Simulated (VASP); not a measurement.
# CuO (Pm-3m) in VASP: single point with r2SCAN

Aim: the single point of CuO with r2SCAN.

Program: VASP 6.6.1. These are calculated values, not measurements. Logs are shortened: lines on timing, memory, paths and dates and some standing lists are left out, and cuts for length are marked.

### Step 1. The cell of the first run

Symmetry: Pm-3m, No. 221, cubic system. Conventional cell: a = 2.553 Å, b = 2.553 Å, c = 2.553 Å, α = 90.00°, β = 90.00°, γ = 90.00°. Within 2.9 Å of Cu (site symmetry m-3m) lie 8 O at 2.21 Å and 6 Cu at 2.55 Å. Within 2.9 Å of O (site symmetry m-3m) lie 8 Cu at 2.21 Å and 6 O at 2.55 Å.

### Step 2. Single point, r2SCAN, collinear spin

Contents of POSCAR:

```
CuO
1.0
    2.5525506100      0.0000000000      0.0000000000
    0.0000000000      2.5525506100      2.5525506100
    0.0000000000      0.0000000000      5.1051012200
Cu O
2 2
Direct
    0.0000000000      0.0000000000      0.0000000000
    0.0000000000      0.0000000000      0.5000000000
    0.5000000000      0.5000000000      0.0000000000
    0.5000000000      0.5000000000      0.5000000000
```

Contents of INCAR.step1:

```
SYSTEM = CuO
ALGO = Normal
EDIFF = 1E-4
ENCUT = 520
GGA = PE
ISMEAR = 0
ISPIN = 2
LASPH = .True.
LCHARG = .False.
LMAXMIX = 4
LREAL = .False.
LWAVE = .True.
MAGMOM = 1 -1 0 0
NBANDS = 29
NELM = 150
PREC = Accurate
SIGMA = 0.05
```

Contents of INCAR.step2:

```
SYSTEM = CuO
ALGO = Normal
EDIFF = 1E-6
ENCUT = 520
ISIF = 2
ISMEAR = 0
ISPIN = 2
ISTART = 1
LASPH = .True.
LCHARG = .True.
LELF = .True.
LMAXMIX = 4
LMIXTAU = .True.
LORBIT = 11
LREAL = .False.
LVHAR = .True.
LWAVE = .False.
MAGMOM = 1 -1 0 0
METAGGA = R2SCAN
NBANDS = 29
NELM = 150
PREC = Accurate
SIGMA = 0.05
```

Contents of KPOINTS:

```
k-points
0
Gamma
  7 7 7
  0 0 0
```

Potentials or basis: VASP PAW PBE potentials, release 64 (Cu, O).

The run is started by

```sh
$ cat potpaw_PBE.64/Cu/POTCAR potpaw_PBE.64/O/POTCAR > POTCAR
$ cp INCAR.step1 INCAR
$ mpirun -np 1 vasp_std > vasp.out
$ cp INCAR.step2 INCAR
$ mpirun -np 1 vasp_std > vasp.out
```

OUTCAR:

```text
SYSTEM = CuO
   EDIFF = 1E-6
   ENCUT = 520
   ISIF = 2
   ISMEAR = 0
   ISPIN = 2
   ISTART = 1
   LASPH = .True.
   LORBIT = 11
   LREAL = .False.
   METAGGA = R2SCAN
   NELM = 150
   PREC = Accurate

 ion  position               nearest neighbor table
   1  0.000  0.000  0.000-   3 2.21   4 2.21   3 2.21   4 2.21   3 2.21   4 2.21   3 2.21   4 2.21
                             2 2.55   2 2.55   2 2.55   2 2.55
   2  0.000  0.000  0.500-   4 2.21   3 2.21   3 2.21   4 2.21   4 2.21   3 2.21   3 2.21   4 2.21
                             1 2.55   1 2.55   1 2.55   1 2.55
   3  0.500  0.500  0.000-   1 2.21   2 2.21   1 2.21   2 2.21   1 2.21   2 2.21   1 2.21   2 2.21

   4  0.500  0.500  0.500-   2 2.21   1 2.21   1 2.21   2 2.21   2 2.21   1 2.21   1 2.21   2 2.21

  LATTYP: Found a simple tetragonal cell.
 ALAT       =     3.6098516913
 C/A-ratio  =     0.7071067812

  Lattice vectors:

 A1 = (   0.0000000000,   2.5525506100,  -2.5525506100)
 A2 = (   0.0000000000,   2.5525506100,   2.5525506100)
 A3 = (   2.5525506100,   0.0000000000,   0.0000000000)

Analysis of symmetry for initial positions (statically):
=====================================================================
 Subroutine PRICEL returns following result:

  LATTYP: Found a simple cubic cell.
 ALAT       =     2.5525506100
[... 12 lines left out ...]
 Subroutine GETGRP returns: Found 16 space group operations
 (whereof 16 operations were pure point group operations)
 out of a pool of 16 trial point group operations.

The static configuration has the point symmetry D_4h.

Analysis of symmetry for dynamics (positions and initial velocities):
=====================================================================
 Subroutine PRICEL returns following result:

  LATTYP: Found a simple cubic cell.
 ALAT       =     2.5525506100
[... 12 lines left out ...]
 Subroutine GETGRP returns: Found 16 space group operations
 (whereof 16 operations were pure point group operations)
 out of a pool of 16 trial point group operations.

The dynamic configuration has the point symmetry D_4h.

Analysis of structural, dynamic, and magnetic symmetry:
=====================================================================
 Subroutine PRICEL returns following result:

  LATTYP: Found a simple cubic cell.
 ALAT       =     2.5525506100
[... 12 lines left out ...]
 Subroutine GETGRP returns: Found 16 space group operations
 (whereof 16 operations were pure point group operations)
 out of a pool of 16 trial point group operations.

The overall configuration has the point symmetry D_4h.

 Subroutine INISYM returns: Found 16 space group operations
 (whereof 16 operations are pure point group operations),
 and found     2 'primitive' translations

----------------------------------------------------------------------------------------

                                     Primitive cell

  volume of cell :      16.6312

  direct lattice vectors                    reciprocal lattice vectors
     2.552550610  0.000000000  0.000000000     0.391765004  0.000000000  0.000000000
     0.000000000  2.552550610  0.000000000     0.000000000  0.391765004  0.000000000
     0.000000000  0.000000000  2.552550610     0.000000000  0.000000000  0.391765004

  length of vectors
     2.552550610  2.552550610  2.552550610     0.391765004  0.391765004  0.391765004

  position of ions in fractional coordinates (direct lattice)
     0.000000000  0.000000000  0.000000000
     0.500000000  0.500000000  0.500000000

  ion indices of the primitive-cell ions
   primitive index   ion index
                 1           1
                 2           3

----------------------------------------------------------------------------------------

 KPOINTS: k-points

Automatic generation of k-mesh.
 Grid dimensions read from file:
 generate k-points for:    7    7    7

 Generating k-lattice:

  Cartesian coordinates                     Fractional coordinates (reciprocal lattice)
     0.055966429  0.000000000  0.000000000     0.142857143  0.000000000  0.000000000
     0.000000000  0.055966429  0.000000000     0.000000000  0.142857143  0.000000000
     0.000000000 -0.027983215  0.027983215     0.000000000  0.000000000  0.142857143

  Length of vectors
     0.055966429  0.055966429  0.039574242

  Shift w.r.t. Gamma in fractional coordinates (k-lattice)
     0.000000000  0.000000000  0.000000000

 Subroutine IBZKPT returns following result:
 ===========================================

 Found     40 irreducible k-points:

 Following reciprocal coordinates:
            Coordinates               Weight
  0.000000  0.000000  0.000000      1.000000
  0.142857  0.000000  0.000000      2.000000
  0.285714  0.000000  0.000000      2.000000
  0.428571  0.000000  0.000000      2.000000
  0.000000  0.142857  0.000000      4.000000
  0.142857  0.142857  0.000000      8.000000
[... 16 lines left out ...]
  0.285714  0.285714  0.142857     16.000000
  0.428571  0.285714  0.142857     16.000000
 [... further k-points ...]
   k-points           NKPTS =     40   k-points in BZ     NKDIM =     40   number of bands    NBANDS=     29
   number of dos      NEDOS =    301   number of ions     NIONS =      4
   total plane-waves  NPLWV =  22400
   dimension x,y,z NGX =    20 NGY =   28 NGZ =   40
   dimension x,y,z NGXF=    40 NGYF=   56 NGZF=   80
   ions per type =               2   2
   NGX,Y,Z   is equivalent  to a cutoff of  13.03, 12.89, 13.03 a.u.
   NGXF,Y,Z  is equivalent  to a cutoff of  26.05, 25.79, 26.05 a.u.
 SYSTEM =  CuO
   PREC   = accura    normal or accurate (medium, high low for compatibility)
   ISTART =      1    job   : 0-new  1-cont  2-samecut
   ICHARG =      0    charge: 1-file 2-atom 10-const
   ISPIN  =      2    spin polarized calculation?
   LNONCOLLINEAR =      F non collinear calculations
   LSORBIT =      F    spin-orbit coupling
   LASPH  =      T    aspherical Exc in radial PAW
   ENCUT  =  520.0 eV  38.22 Ry    6.18 a.u.   4.75  6.71  9.49*2*pi/ulx,y,z
   NELM   =    150;   NELMIN=  2; NELMDL=  0     # of ELM steps
   EDIFF  = 0.1E-05   stopping-criterion for ELM
   LREAL  =      F    real-space projection
   EDIFFG = 0.1E-04   stopping-criterion for IOM
   NSW    =      0    number of steps for IOM
   IBRION =     -1    ionic relax: 0-MD 1-quasi-New 2-CG
   NFREE  =      0    steps in history (QN), initial steepest desc. (CG)
   ISIF   =      2    stress and relaxation
   ISYM   =      2    0-nonsym 1-usesym 2-fastsym
   POTIM  = 0.5000    time-step for ionic-motion
   TEBEG  =    0.0;   TEEND  =   0.0 temperature during run
   PSTRESS=    0.0 pullay stress
   NELECT =      34.0000    total number of electrons
   NUPDOWN=      -1.0000    fix difference up-down
   EMIN   =  10.00;   EMAX   =-10.00  energy-range for DOS
   EFERMI =   0.00;   METHOD = LEGACY
   ISMEAR =     0;   SIGMA  =   0.05  broadening in eV -4-tet -1-fermi 0-gaus
   EFERMI_NEDOS =   21; number of points for ismear=-14 and -15
   IALGO  =     38    algorithm
   IMIX   =      4    mixing-type and parameters
     AMIX     =   0.40;   BMIX     =  1.00
     AMIX_MAG =   1.60;   BMIX_MAG =  1.00
  volume/ion in A,a.u.               =       8.32        56.12
  Fermi-wavevector in a.u.,A,eV,Ry     =   1.649112  3.116370 37.001994  2.719570
  Thomas-Fermi vector in A             =   2.738287
   LORBIT       =     11    0 simple, 1 ext, 2 COOP (PROOUT), +10 PAW based schemes
   METAGGA = R2SCAN    functional components
   LHFCALC =     F    Hartree Fock is set to
   AEXX    =    0.0000 exact exchange contribution
   IVDW    =     0    specifies the selected vdW correction
   LEPSILON=     F    determine dielectric tensor
   LRPA    =     F    only Hartree local field effects (RPA)
 spin polarized calculation
 Gauss-broadening in eV      SIGMA  =   0.05
  energy-cutoff  :      520.00
  volume of cell :       33.26
 maximum number of plane-waves:       929
 NGX is ok and might be reduce to    20
   NGX =  9   NGY = 13   NGZ = 19

 number of electron      33.9999974 magnetization       0.0000000

 number of electron      33.9999974 magnetization      -0.0000000

 Free energy of the ion-electron system (eV)
  ---------------------------------------------------
  ext. energy  EPLUGINS =         0.00000000
  ---------------------------------------------------
  free energy    TOTEN  =       -33.80085684 eV

  energy without entropy =      -33.79694930  energy(sigma->0) =      -33.79890307

 E-fermi :   7.4318     XC(G=0): -14.1180

 val. band max:        7.4028390480   @ k =   0.4286   0.2857   0.0000
 cond. band min:       7.4387671839   @ k =   0.2857   0.4286   0.2857
 fundamental gap:      0.0359281359
 Fermi energy:         7.4318139217

 spin component 1

 k-point     1 :       0.0000    0.0000    0.0000
  band No.  band energies     occupation
      1     -13.7305      1.00000
      2     -11.4728      1.00000
      3       1.3422      1.00000
      4       1.3423      1.00000
      5       3.6630      1.00000
      6       3.6708      1.00000
[... 757 lines left out ...]
     28      29.9755      0.00000
     29      32.1375      0.00000

 [... further k-points ...]

 spin component 2

 k-point     1 :       0.0000    0.0000    0.0000
  band No.  band energies     occupation
      1     -13.7305      1.00000
      2     -11.4728      1.00000
      3       1.3422      1.00000
      4       1.3423      1.00000
      5       3.6630      1.00000
      6       3.6708      1.00000
[... 757 lines left out ...]
     28      29.9755      0.00000
     29      32.1375      0.00000

 [... further k-points ...]

------------------------ aborting loop because EDIFF is reached ----------------------------------------

  FORCE on cell =-STRESS in cart. coord.  units (eV):
  Direction    XX          YY          ZZ          XY          YZ          ZX
  --------------------------------------------------------------------------------------
  -------------------------------------------------------------------------------------
  Total        2.6189412      2.7101969      2.7101969     -0.0000000      0.0000000      0.0000000
  in kB      126.1488357    130.5444309    130.5444309     -0.0000000      0.0000000      0.0000000
  external PRESSURE =     129.0792325 kB  Pullay stress =       0.0000000 kB

 VOLUME and BASIS-vectors are now :
 -----------------------------------------------------------------------------
  energy-cutoff  :      520.00
  volume of cell :       33.26
      direct lattice vectors                 reciprocal lattice vectors
     2.552550610  0.000000000  0.000000000     0.391765004  0.000000000  0.000000000
     0.000000000  2.552550610  2.552550610     0.000000000  0.391765004  0.000000000
     0.000000000  0.000000000  5.105101220     0.000000000 -0.195882502  0.195882502

 POSITION                                       TOTAL-FORCE (eV/Angst)
 -----------------------------------------------------------------------------------
      0.00000      0.00000      0.00000        -0.000000      0.000000      0.000000
      0.00000      0.00000      2.55255        -0.000000      0.000000      0.000000
      1.27628      1.27628      1.27628         0.000000      0.000000      0.000000
      1.27628      1.27628      3.82883         0.000000      0.000000     -0.000000
 -----------------------------------------------------------------------------------
    total drift:                                0.000000      0.000000      0.000000

  FREE ENERGIE OF THE ION-ELECTRON SYSTEM (eV)
  ---------------------------------------------------
  free  energy   TOTEN  =       -33.8008568388 eV

  energy  without entropy=      -33.7969492994  energy(sigma->0) =      -33.79890307

 total charge

# of ion       s       p       d       tot
------------------------------------------
    1        0.304   0.349   9.208   9.861
    2        0.304   0.349   9.208   9.861
    3        1.601   3.353   0.000   4.954
    4        1.601   3.353   0.000   4.954
--------------------------------------------------
tot          3.809   7.405  18.417  29.631

 magnetization (x)

# of ion       s       p       d       tot
------------------------------------------
    1        0.000   0.000  -0.000  -0.000
    2       -0.000  -0.000   0.000   0.000
    3        0.000   0.000   0.000   0.000
    4        0.000   0.000   0.000   0.000
--------------------------------------------------
tot          0.000   0.000   0.000   0.000
```

It took 8.9 min on 1 thread of Intel Xeon Platinum 8259CL at 2.50GHz (Skylake/Cascade Lake), shared host; peak memory 0.21 GiB.

What came out:

| Property | Result |
| --- | --- |
| Free energy | -33.8009 eV |
| Pressure | 12.9 GPa |
| Band gap on the k mesh | zero (filled and empty bands overlap) |
| Net moment | 0.00 μB per cell |
| Valence electrons inside the program's atomic spheres | Cu 9.86; O 4.95 |

Caveat: the cell stands under pressure; the PAW data sets were made with another functional, which shifts forces and pressure a little; semilocal functionals often make such compounds metallic where correlation or magnetic order opens a gap, which also shifts bond lengths. With open d or f shells a metallic result of r2SCAN can be an artefact of self-interaction; +U or a hybrid may open a gap.

The gap in the log of VASP goes by the Fermi energy; the results here count the filled bands.